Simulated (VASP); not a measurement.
A run of VASP 6.6.1 is set up as follows.

The input INCAR:

```
SYSTEM = MgI2
PREC = Accurate ; ENCUT = 520
EDIFF = 1E-7 ; ISMEAR = 0
SIGMA = 0.05 ; LREAL = .FALSE.
LASPH = .TRUE. ; NELM = 100
ALGO = Normal ; ISIF = 2
LWAVE = .FALSE. ; LCHARG = .FALSE.
GGA = PE ; NBANDS = 15
```

Contents of KPOINTS:

```
regular mesh
0
G
  6 6 4
  0 0 0
```

The input POSCAR:

```
MgI2
1.0
    4.0913946196      0.0000000000      0.0000000000
   -2.0456973098      3.5432516774      0.0000000000
    0.0000000000      0.0000000000      7.0678600000
Mg I
1 2
Direct
    0.0000000000      0.0000000000      0.0000000000
    0.3333333333      0.6666666667      0.7576300000
    0.6666666667      0.3333333333      0.2423700000
```

Potentials or basis: VASP PAW PBE potentials, release 64 (Mg, I).

Launch:

```sh
$ cat potpaw_PBE.64/Mg/POTCAR potpaw_PBE.64/I/POTCAR > POTCAR
$ mpirun -np 1 vasp_std > vasp.out
```

Predict the pressure.

1.3 GPa.

Estimate the band gap on the k mesh.

3.48 eV, indirect (least direct gap 3.73 eV).

Estimate the largest force.

0.088 eV/Å.

Stress tensor (GPa, compression positive):
```
1.68 0.00 0.00
0.00 1.68 0.00
0.00 0.00 0.50
```

Caveat: the cell differs from its parent crystal (strain -0.015 along x and y, +0.030 along z); spin-orbit coupling is left out, which moves the levels of the heavy elements; this functional lacks dispersion, which binds the layers, so the pressure and a relaxed spacing across them are unreliable. A k mesh can miss the band edges.
